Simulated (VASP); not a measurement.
# LiCl (P1) in VASP: further runs

Runs on LiCl. Level: PBEsol. Tasks: single point.

Program: VASP 6.6.1. These are calculated values, not measurements. Logs are shortened: lines on timing, memory, paths and dates and some standing lists are left out, and cuts for length are marked.

**1. The cell of the first run**

The typed cell holds 2 atoms: a = 3.627 Å, b = 3.627 Å, c = 3.627 Å, α = 60.00°, β = 60.00°, γ = 60.00°.

**2. Single point, PBEsol**

File INCAR:

```
ALGO = Normal ; EDIFF = 1E-6
ENCUT = 750 ; GGA = PS
GGA_COMPAT = False ; ISIF = 2
ISMEAR = 0 ; LASPH = True
LCHARG = False ; LREAL = False
LWAVE = False ; NBANDS = 12
NELM = 120 ; PREC = Accurate
SIGMA = 0.01
```

File KPOINTS:

```
k-points
0
Gamma
  4 4 4
```

File POSCAR:

```
LiCl
1.0
    0.0000000000      2.5647700000      2.5647700000
    2.5647700000      0.0000000000      2.5647700000
    2.5647700000      2.5647700000      0.0000000000
Li Cl
1 1
Direct
    0.9281700000      0.9797200000      0.0597600000
    0.5113691881      0.4496808119      0.5307408119
```

Potentials or basis: VASP PAW PBE potentials, release 64 (Li_sv, Cl).

The run is started by

```console
> cat potpaw_PBE.64/Li_sv/POTCAR potpaw_PBE.64/Cl/POTCAR > POTCAR
> mpirun -np 1 vasp_std > vasp.out
```

OUTCAR:

```text
EDIFF = 1E-6
   ENCUT = 750
   GGA = PS
   ISIF = 2
   ISMEAR = 0
   LASPH = True
   LREAL = False
   NELM = 120
   PREC = Accurate

 ion  position               nearest neighbor table
   1  0.928  0.980  0.060-   2 2.42   2 2.43   2 2.44
   2  0.511  0.450  0.531-   1 2.42   1 2.43   1 2.44

  LATTYP: Found a face centered cubic cell.
 ALAT       =     5.1295400000

  Lattice vectors:

 A1 = (   0.0000000000,   2.5647700000,   2.5647700000)
 A2 = (   2.5647700000,   0.0000000000,   2.5647700000)
 A3 = (   2.5647700000,   2.5647700000,   0.0000000000)

Analysis of symmetry for initial positions (statically):
=====================================================================
 Subroutine PRICEL returns:
 Original cell was already a primitive cell.

 Routine SETGRP: Setting up the symmetry group for a
 face centered cubic supercell.

 Subroutine GETGRP returns: Found  1 space group operations
 (whereof  1 operations were pure point group operations)
 out of a pool of 48 trial point group operations.

The static configuration has the point symmetry C_1 .

Analysis of symmetry for dynamics (positions and initial velocities):
=====================================================================
 Subroutine PRICEL returns:
 Original cell was already a primitive cell.

 Routine SETGRP: Setting up the symmetry group for a
 face centered cubic supercell.

 Subroutine GETGRP returns: Found  1 space group operations
 (whereof  1 operations were pure point group operations)
 out of a pool of 48 trial point group operations.

The dynamic configuration has the point symmetry C_1 .

 Subroutine INISYM returns: Found  1 space group operations
 (whereof  1 operations are pure point group operations),
 and found     1 'primitive' translations

----------------------------------------------------------------------------------------

                                     Primitive cell

  volume of cell :      33.7423

  direct lattice vectors                    reciprocal lattice vectors
     0.000000000  2.564770000  2.564770000    -0.194949255  0.194949255  0.194949255
     2.564770000  0.000000000  2.564770000     0.194949255 -0.194949255  0.194949255
     2.564770000  2.564770000  0.000000000     0.194949255  0.194949255 -0.194949255

  length of vectors
     3.627132518  3.627132518  3.627132518     0.337662014  0.337662014  0.337662014

  position of ions in fractional coordinates (direct lattice)
     0.928170000  0.979720000  0.059760000
     0.511369188  0.449680812  0.530740812

  ion indices of the primitive-cell ions
   primitive index   ion index
                 1           1
                 2           2

----------------------------------------------------------------------------------------

 KPOINTS: k-points

Automatic generation of k-mesh.
 Grid dimensions read from file:
 generate k-points for:    4    4    4

 Generating k-lattice:

  Cartesian coordinates                     Fractional coordinates (reciprocal lattice)
    -0.048737314  0.048737314  0.048737314     0.250000000  0.000000000  0.000000000
     0.048737314 -0.048737314  0.048737314     0.000000000  0.250000000  0.000000000
     0.048737314  0.048737314 -0.048737314     0.000000000  0.000000000  0.250000000

  Length of vectors
     0.084415504  0.084415504  0.084415504

  Shift w.r.t. Gamma in fractional coordinates (k-lattice)
     0.000000000  0.000000000  0.000000000

 Subroutine IBZKPT returns following result:
 ===========================================

 Found     36 irreducible k-points:

 Following reciprocal coordinates:
            Coordinates               Weight
  0.000000  0.000000  0.000000      1.000000
  0.250000  0.000000  0.000000      2.000000
  0.000000  0.250000  0.000000      2.000000
  0.000000  0.000000  0.250000      2.000000
  0.250000  0.250000  0.250000      2.000000
  0.500000  0.000000  0.000000      1.000000
[... 16 lines left out ...]
  0.250000  0.500000  0.500000      2.000000
  0.500000  0.000000  0.250000      2.000000
 [... further k-points ...]
   k-points           NKPTS =     36   k-points in BZ     NKDIM =     36   number of bands    NBANDS=     12
   number of dos      NEDOS =    301   number of ions     NIONS =      2
   total plane-waves  NPLWV =  32768
   dimension x,y,z NGX =    32 NGY =   32 NGZ =   32
   dimension x,y,z NGXF=    64 NGYF=   64 NGZF=   64
   ions per type =               1   1
   NGX,Y,Z   is equivalent  to a cutoff of  14.67, 14.67, 14.67 a.u.
   NGXF,Y,Z  is equivalent  to a cutoff of  29.33, 29.33, 29.33 a.u.
 SYSTEM =  unknown system
   PREC   = accura    normal or accurate (medium, high low for compatibility)
   ISTART =      0    job   : 0-new  1-cont  2-samecut
   ICHARG =      2    charge: 1-file 2-atom 10-const
   ISPIN  =      1    spin polarized calculation?
   LNONCOLLINEAR =      F non collinear calculations
   LSORBIT =      F    spin-orbit coupling
   LASPH  =      T    aspherical Exc in radial PAW
   ENCUT  =  750.0 eV  55.12 Ry    7.42 a.u.   8.10  8.10  8.10*2*pi/ulx,y,z
   NELM   =    120;   NELMIN=  2; NELMDL= -5     # of ELM steps
   EDIFF  = 0.1E-05   stopping-criterion for ELM
   LREAL  =      F    real-space projection
   EDIFFG = 0.1E-04   stopping-criterion for IOM
   NSW    =      0    number of steps for IOM
   IBRION =     -1    ionic relax: 0-MD 1-quasi-New 2-CG
   NFREE  =      0    steps in history (QN), initial steepest desc. (CG)
   ISIF   =      2    stress and relaxation
   ISYM   =      2    0-nonsym 1-usesym 2-fastsym
   POTIM  = 0.5000    time-step for ionic-motion
   TEBEG  =    0.0;   TEEND  =   0.0 temperature during run
   PSTRESS=    0.0 pullay stress
   NELECT =      10.0000    total number of electrons
   NUPDOWN=      -1.0000    fix difference up-down
   EMIN   =  10.00;   EMAX   =-10.00  energy-range for DOS
   EFERMI =   0.00;   METHOD = LEGACY
   ISMEAR =     0;   SIGMA  =   0.01  broadening in eV -4-tet -1-fermi 0-gaus
   EFERMI_NEDOS =   21; number of points for ismear=-14 and -15
   IALGO  =     38    algorithm
   IMIX   =      4    mixing-type and parameters
     AMIX     =   0.40;   BMIX     =  1.00
     AMIX_MAG =   1.60;   BMIX_MAG =  1.00
  volume/ion in A,a.u.               =      16.87       113.85
  Fermi-wavevector in a.u.,A,eV,Ry     =   1.091482  2.062601 16.209056  1.191332
  Thomas-Fermi vector in A             =   2.227728
   LORBIT       =      0    0 simple, 1 ext, 2 COOP (PROOUT), +10 PAW based schemes
   GGA     = PS    functional components
   LHFCALC =     F    Hartree Fock is set to
   AEXX    =    0.0000 exact exchange contribution
   IVDW    =     0    specifies the selected vdW correction
   LEPSILON=     F    determine dielectric tensor
   LRPA    =     F    only Hartree local field effects (RPA)
 non-spin polarized calculation
 Gauss-broadening in eV      SIGMA  =   0.01
  energy-cutoff  :      750.00
  volume of cell :       33.74
 maximum number of plane-waves:      1591
   NGX = 17   NGY = 17   NGZ = 17

 number of electron      10.0000000 magnetization

 Free energy of the ion-electron system (eV)
  ---------------------------------------------------
  ext. energy  EPLUGINS =         0.00000000
  ---------------------------------------------------
  free energy    TOTEN  =        -7.60422090 eV

  energy without entropy =       -7.60422090  energy(sigma->0) =       -7.60422090

 E-fermi :   0.6947     XC(G=0):  -8.8945

 val. band max:        0.5660308179   @ k =   0.0000   0.0000   0.0000
 cond. band min:       6.6376649044   @ k =   0.0000   0.0000   0.0000
 fundamental gap:      6.0716340865
 Fermi energy:         0.6947250555

 k-point     1 :       0.0000    0.0000    0.0000
  band No.  band energies     occupation
      1     -42.2370      2.00000
      2     -12.8689      2.00000
      3       0.4896      2.00000
      4       0.4964      2.00000
      5       0.5660      2.00000
      6       6.6377      0.00000
      7      12.0636      0.00000
      8      12.2171      0.00000
      9      12.2420      0.00000
     10      14.4955      0.00000
     11      14.5495      0.00000
     12      15.5059      0.00000

 k-point     2 :       0.2500    0.0000    0.0000
  band No.  band energies     occupation
      1     -42.2355      2.00000
      2     -12.5951      2.00000
      3      -1.0743      2.00000
      4       0.3518      2.00000
      5       0.3584      2.00000
      6       7.6110      0.00000
      7      11.0603      0.00000
      8      11.0699      0.00000
      9      11.1979      0.00000
     10      14.4401      0.00000
     11      14.4477      0.00000
     12      16.1770      0.00000

 k-point     3 :       0.0000    0.2500    0.0000
  band No.  band energies     occupation
      1     -42.2355      2.00000
      2     -12.5990      2.00000
      3      -1.1027      2.00000
      4       0.3443      2.00000
      5       0.4058      2.00000
      6       7.5323      0.00000
      7      11.1354      0.00000
      8      11.2017      0.00000
      9      11.4595      0.00000
     10      14.2841      0.00000
     11      14.3050      0.00000
     12      15.9052      0.00000

 k-point     4 :       0.0000    0.0000    0.2500
  band No.  band energies     occupation
      1     -42.2354      2.00000
      2     -12.5990      2.00000
      3      -1.1030      2.00000
      4       0.3451      2.00000
      5       0.4054      2.00000
      6       7.5316      0.00000
      7      11.1369      0.00000
      8      11.2018      0.00000
      9      11.4625      0.00000
     10      14.2829      0.00000
     11      14.3032      0.00000
     12      15.9028      0.00000

 k-point     5 :       0.2500    0.2500    0.2500
  band No.  band energies     occupation
      1     -42.2354      2.00000
      2     -12.5992      2.00000
      3      -1.1043      2.00000
      4       0.3491      2.00000
      5       0.4034      2.00000
      6       7.5283      0.00000
      7      11.1449      0.00000
      8      11.2006      0.00000
      9      11.4756      0.00000
     10      14.2833      0.00000
     11      14.2902      0.00000
     12      15.8924      0.00000
[... 228 lines left out ...]
      1     -42.2334      2.00000
      2     -12.1765      2.00000
      3      -2.0172      2.00000
      4      -0.8203      2.00000
      5      -0.1870      2.00000
      6       8.4708      0.00000
      7       9.9926      0.00000
      8      11.3231      0.00000
      9      11.9846      0.00000
     10      14.8613      0.00000
     11      18.1015      0.00000
     12      19.0601      0.00000

 k-point    22 :      -0.2500    0.2500   -0.2500
  band No.  band energies     occupation
      1     -42.2334      2.00000
      2     -12.1762      2.00000
      3      -2.0169      2.00000
      4      -0.8220      2.00000
      5      -0.1858      2.00000
      6       8.4677      0.00000
      7       9.9874      0.00000
      8      11.3140      0.00000
      9      12.0013      0.00000
     10      14.8496      0.00000
     11      18.1030      0.00000
     12      19.0775      0.00000

 k-point    23 :       0.2500    0.5000    0.5000
  band No.  band energies     occupation
      1     -42.2334      2.00000
      2     -12.1768      2.00000
      3      -2.0183      2.00000
      4      -0.7739      2.00000
      5      -0.2394      2.00000
      6       8.5332      0.00000
      7       9.9737      0.00000
      8      11.3315      0.00000
      9      11.8054      0.00000
     10      15.2028      0.00000
     11      18.0657      0.00000
     12      18.9065      0.00000

 k-point    24 :       0.5000    0.0000    0.2500
  band No.  band energies     occupation
      1     -42.2335      2.00000
      2     -12.1719      2.00000
      3      -2.0070      2.00000
      4      -0.7916      2.00000
      5      -0.2360      2.00000
      6       8.4750      0.00000
      7      10.0420      0.00000
      8      11.2472      0.00000
      9      11.7165      0.00000
     10      15.1147      0.00000
     11      18.1246      0.00000
     12      19.1885      0.00000

 [... further k-points ...]

------------------------ aborting loop because EDIFF is reached ----------------------------------------

  FORCE on cell =-STRESS in cart. coord.  units (eV):
  Direction    XX          YY          ZZ          XY          YZ          ZX
  --------------------------------------------------------------------------------------
  -------------------------------------------------------------------------------------
  Total       -0.0720543     -0.1047202     -0.1110948      0.0107413     -0.0089962      0.0104156
  in kB       -3.4213312     -4.9723957     -5.2750821      0.5100251     -0.4271619      0.4945600
  external PRESSURE =      -4.5562697 kB  Pullay stress =       0.0000000 kB

 VOLUME and BASIS-vectors are now :
 -----------------------------------------------------------------------------
  energy-cutoff  :      750.00
  volume of cell :       33.74
      direct lattice vectors                 reciprocal lattice vectors
     0.000000000  2.564770000  2.564770000    -0.194949255  0.194949255  0.194949255
     2.564770000  0.000000000  2.564770000     0.194949255 -0.194949255  0.194949255
     2.564770000  2.564770000  0.000000000     0.194949255  0.194949255 -0.194949255

 POSITION                                       TOTAL-FORCE (eV/Angst)
 -----------------------------------------------------------------------------------
      2.66603      2.53381      4.89330        -0.111477      0.097678      0.094958
      2.51456      2.67277      2.46487         0.111477     -0.097678     -0.094958
 -----------------------------------------------------------------------------------
    total drift:                                0.000397     -0.000193     -0.000228

  FREE ENERGIE OF THE ION-ELECTRON SYSTEM (eV)
  ---------------------------------------------------
  free  energy   TOTEN  =        -7.6042209039 eV

  energy  without entropy=       -7.6042209039  energy(sigma->0) =       -7.60422090
```

It took 26 s on 1 thread of Intel Xeon 8259CL, shared host; peak memory 0.18 GiB.

What came out:

* Free energy: -7.6042 eV
* Pressure: -0.5 GPa
* Largest force: 0.176 eV/Å
* Band gap on the k mesh: 6.07 eV, direct

Forces on the atoms (eV/Å):
```
Li  -0.111  0.098  0.095
Cl   0.111 -0.098 -0.095
```

Caveat: the k points lie up to 0.53 Å⁻¹ apart; the PAW data sets were made with another functional, which shifts forces and pressure a little. A k mesh can miss the band edges.

[end of part 1 of 2]
